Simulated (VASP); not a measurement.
Input of a VASP 6.6.1 run:

File INCAR:

```
SYSTEM = ScAl3N4
ALGO = Normal ; EDIFF = 1E-6
EDIFFG = -0.08 ; ENCUT = 600
GGA = PE ; IBRION = 2
ISIF = 3 ; ISMEAR = 0
LASPH = .True. ; LCHARG = .False.
LREAL = Auto ; LWAVE = .False.
NELM = 80 ; NSW = 36
PREC = Accurate ; SIGMA = 0.15
```

KPOINTS

```
k-points
0
Gamma
  2 2 3
  0 0 0
```

POSCAR

```
ScAl3N4
1.0
    6.4500000000      0.0000000000      0.0000000000
    0.0000000000      5.5800000000      0.0000000000
    0.0000000000      0.0000000000      5.1000000000
Sc Al N
2 6 8
Direct
    0.0000000000      0.8280000000      0.0000000000
    0.5000000000      0.1720000000      0.5000000000
    0.0000000000      0.1500000000      0.5000000000
    0.5000000000      0.8500000000      0.0000000000
    0.2470000000      0.3260000000      0.0100000000
    0.7470000000      0.6740000000      0.5100000000
    0.2530000000      0.6740000000      0.5100000000
    0.7530000000      0.3260000000      0.0100000000
    0.0000000000      0.1400000000      0.8850000000
    0.0000000000      0.8220000000      0.3700000000
    0.2420000000      0.3300000000      0.3950000000
    0.7580000000      0.3300000000      0.3950000000
    0.5000000000      0.8600000000      0.3850000000
    0.5000000000      0.1780000000      0.8700000000
    0.7420000000      0.6700000000      0.8950000000
    0.2580000000      0.6700000000      0.8950000000
```

Potentials or basis: VASP PAW PBE potentials, release 64 (Sc_sv, Al, N).

Command:

```bash
$ cat potpaw_PBE.64/Sc_sv/POTCAR potpaw_PBE.64/Al/POTCAR potpaw_PBE.64/N/POTCAR > POTCAR
$ mpirun -np 1 vasp_std > vasp.out
```

Problem. Predict the relaxed volume.

Solution. 11.50 Å³/atom.

Problem. What does it give for the relaxed cell?

Solution. a = 6.480 Å, b = 5.608 Å, c = 5.066 Å, α = 90.00°, β = 90.00°, γ = 90.00°.

Problem. Predict the band gap on the k mesh.

Solution. 3.67 eV.

Problem. What does it give for the space group after relaxing (to 0.1 Å)?

Solution. Pmn2_1 (No. 31).

Forces in eV/Å, atoms in the order of the input:
```
Sc   0.000 -0.003 -0.021
Sc   0.000  0.003 -0.021
Al   0.000 -0.031  0.015
Al   0.000  0.031  0.015
Al  -0.007  0.020  0.002
Al  -0.007 -0.020  0.002
Al   0.007 -0.020  0.002
Al   0.007  0.020  0.002
N    0.000  0.004 -0.002
N    0.000 -0.026  0.016
N    0.025 -0.003 -0.006
N   -0.025 -0.003 -0.006
N    0.000 -0.004 -0.002
N    0.000  0.026  0.016
N    0.025  0.003 -0.006
N   -0.025  0.003 -0.006
```

Caveat: the k points lie up to 0.56 Å⁻¹ apart in the final cell; an odd mesh through Γ misses points on the zone boundary, where band edges can lie; the relaxation stopped at a loose force limit of 0.08 eV/Å, so its end isn't a converged minimum.
